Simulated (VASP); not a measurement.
**SiO2: relaxation of cell and atoms with PBE+D4**

The system is SiO2.

```
CELL_PARAMETERS angstrom
4.97559 0.00000 0.00000
0.00000 4.97559 0.00000
0.00000 0.00000 6.90089
ATOMIC_POSITIONS crystal
Si 0.80325 0.80325 0.50000
Si 0.69675 0.30325 0.25000
Si 0.30325 0.69675 0.75000
Si 0.19675 0.19675 0.00000
O 0.76176 0.11039 0.43204
O 0.88961 0.23824 0.06796
O 0.11039 0.76176 0.56796
O 0.26176 0.38961 0.81796
O 0.23824 0.88961 0.93204
O 0.73824 0.61039 0.31796
O 0.38961 0.26176 0.18204
O 0.61039 0.73824 0.68204
```

```json
{
  "Program": "VASP 6.6.1",
  "Task": "relaxation of cell and atoms",
  "Functional": "PBE",
  "Dispersion": "D4",
  "Potentials or basis": "VASP PAW PBE potentials, release 64 (Si, O)",
  "Cutoff": "600 eV",
  "k mesh": "6 × 6 × 4",
  "Occupations": "fermi-dirac, width 0.05 eV",
  "Spin": "no spin polarisation",
  "Dipole correction": "no",
  "Further INCAR settings": "ALGO = Normal; EDIFF = 1e-07; IBRION = 2; EDIFFG = -0.01; NSW = 60; ISIF = 3"
}
```

```
Relaxed volume                        : 13.50 Å³/atom
Relaxed cell                          : a = 4.907 Å, b = 4.907 Å, c = 6.728 Å, α = 90.00°, β = 90.00°, γ = 90.00°
Space group after relaxing (to 0.1 Å) : P4_32_12 (No. 96)
Energy gained by relaxing             : 5.3 meV/atom
Ionic steps                           : 35
Pressure after relaxing               : 0.1 GPa
Largest force after relaxing          : 0.006 eV/Å
Band gap on the k mesh                : 5.68 eV
Dispersion energy per atom            : -0.157 eV
```

Forces on the atoms (eV/Å):
```
Si  -0.001 -0.001  0.000
Si   0.001 -0.001  0.000
Si  -0.001  0.001  0.000
Si   0.001  0.001  0.000
O    0.004 -0.004 -0.001
O    0.004 -0.004  0.001
O   -0.004  0.004  0.001
O    0.004  0.004  0.001
O   -0.004  0.004 -0.001
O   -0.004 -0.004  0.001
O    0.004  0.004 -0.001
O   -0.004 -0.004 -0.001
```

Step by step:
```
step  energy change (eV)  largest force (eV/Å)  pressure (GPa)  volume (Å³)
   1              0.0000                0.2765            3.14       170.84
   2              0.0240                0.2520           -3.97       177.82
   3             -0.0348                0.0447           -0.12       173.82
   4             -0.0348                0.0489           -0.06       173.76
   5             -0.0356                0.0478           -0.06       173.59
   6             -0.0367                0.1534           -0.05       173.08
   7             -0.0369                0.1522           -0.05       173.05
   8             -0.0373                0.1484           -0.05       172.97
   9             -0.0381                0.1409           -0.06       172.81
  10             -0.0396                0.1260           -0.06       172.50
  11             -0.0418                0.0964           -0.08       171.86
  12             -0.0435                0.1283           -0.12       170.59
  13             -0.0446                0.1161           -0.09       170.20
  14             -0.0469                0.1280           -0.03       169.03
  15             -0.0479                0.2664            0.08       166.71
  16             -0.0481                0.2230            0.05       167.43
  17             -0.0513                0.1668            0.09       166.59
  18             -0.0563                0.1712            0.19       164.09
  19             -0.0600                0.1191            0.08       163.07
  20             -0.0601                0.1357            0.06       162.93
  21             -0.0617                0.0440           -0.02       162.42
  22             -0.0619                0.0361           -0.06       162.19
  23             -0.0623                0.0181            0.04       162.09
  24             -0.0628                0.0303            0.30       161.84
  25             -0.0630                0.0205            0.29       161.85
  26             -0.0634                0.0138            0.23       161.88
  27             -0.0637                0.0680            0.14       161.93
  28             -0.0639                0.0397            0.02       162.02
  29             -0.0639                0.0304           -0.02       162.05
  30             -0.0639                0.0317           -0.02       162.05
  31             -0.0640                0.0198            0.01       162.03
  32             -0.0640                0.0141            0.03       162.01
  33             -0.0641                0.0212            0.07       161.99
  34             -0.0641                0.0155            0.07       162.00
  35             -0.0642                0.0059            0.06       162.01
```

Final structure:
```
Si O
1.0
     4.90720    0.00000    0.00000
     0.00000    4.90720    0.00000
     0.00000    0.00000    6.72787
Si O
4 8
Cartesian
  3.9962 3.9962 3.3639
  3.3646 1.5426 1.6820
  1.5426 3.3646 5.0459
  0.9110 0.9110 0.0000
  3.7632 0.6518 2.9844
  4.2554 1.1440 0.3796
  0.6518 3.7632 3.7435
  1.3096 1.8018 5.4255
  1.1440 4.2554 6.3483
  3.5976 3.1054 2.0615
  1.8018 1.3096 1.3024
  3.1054 3.5976 4.6663
```

Levels at points of the mesh, in eV from the valence-band top:
```tsv
k point	band 28	band 29	band 30	band 31	band 32	band 33	band 34	band 35	band 36	band 37
(0.00, 0.00, 0.00)	-1.24	-0.74	-0.43	-0.43	0.00	5.68	8.78	8.78	9.42	9.42
(0.50, 0.00, 0.00)	-0.95	-0.70	-0.70	-0.50	-0.50	7.78	7.78	9.20	9.20	9.70
(0.50, 0.50, 0.00)	-1.22	-0.57	-0.57	-0.49	-0.49	8.64	8.64	8.70	8.70	9.64
(0.00, 0.00, 0.50)	-1.04	-0.64	-0.64	-0.37	-0.37	7.03	7.03	9.21	9.21	9.90
(0.50, 0.00, 0.50)	-1.05	-0.89	-0.89	-0.22	-0.22	8.07	8.07	9.21	9.21	9.63
(0.50, 0.50, 0.50)	-1.30	-0.52	-0.52	-0.52	-0.52	9.10	9.10	9.10	9.10	9.82
```

Run time: 37 min on 1 thread of Intel(R) Xeon(R) 6975P-C (Granite Rapids), with other jobs on the host, peak memory 0.4 GiB.

A k mesh can miss the band edges.
